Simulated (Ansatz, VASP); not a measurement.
One calculation of CO2, two programs

```
C O
1.0
     5.71322    0.00000    0.00000
     0.00000    5.71322    0.00000
     0.00000    0.00000    5.71322
C O
4 8
Direct
  0.00000 0.00000 0.00000
  0.50000 0.00000 0.50000
  0.50000 0.50000 0.00000
  0.00000 0.50000 0.50000
  0.11812 0.11812 0.11812
  0.38188 0.88188 0.61812
  0.61812 0.38188 0.88188
  0.88188 0.61812 0.38188
  0.88188 0.88188 0.88188
  0.61812 0.11812 0.38188
  0.38188 0.61812 0.11812
  0.11812 0.38188 0.61812
```

Alike in both runs: functional PBE; dispersion D3(BJ); k mesh 4 × 4 × 4; occupations gaussian, width 0.02 eV; no spin polarisation.

Ansatz relaxed the structure, and its values are those at the end. VASP's run is a single point on that final structure, the one shown.

|  | VASP | Ansatz |
| --- | --- | --- |
| version | VASP 6.6.1 | Ansatz 0.2.0 |
| potentials or method | VASP PAW PBE potentials, release 64 (C, O), cutoff 520 eV | scalar-relativistic, plane waves, PAW |
| valence electrons in the cell | 64 | 64 |

Ansatz gave:

- gap on the k mesh at the Fermi level (eV): 6.75
- least direct gap on the mesh (eV): 6.75
- pressure (GPa): 0.0
- rms of the force components (eV/Å): 0.002

**Question.** Which values does VASP return?

**Answer.** gap on the k mesh at the Fermi level (eV): 6.73; least direct gap on the mesh (eV): 6.73; pressure (GPa): 1.5; rms of the force components (eV/Å): 0.300.

One of these differences is far larger than is usual between the two programs; its cause wasn't traced.

Noted on VASP's run: the standard files for N, O and F lose accuracy on very short bonds.
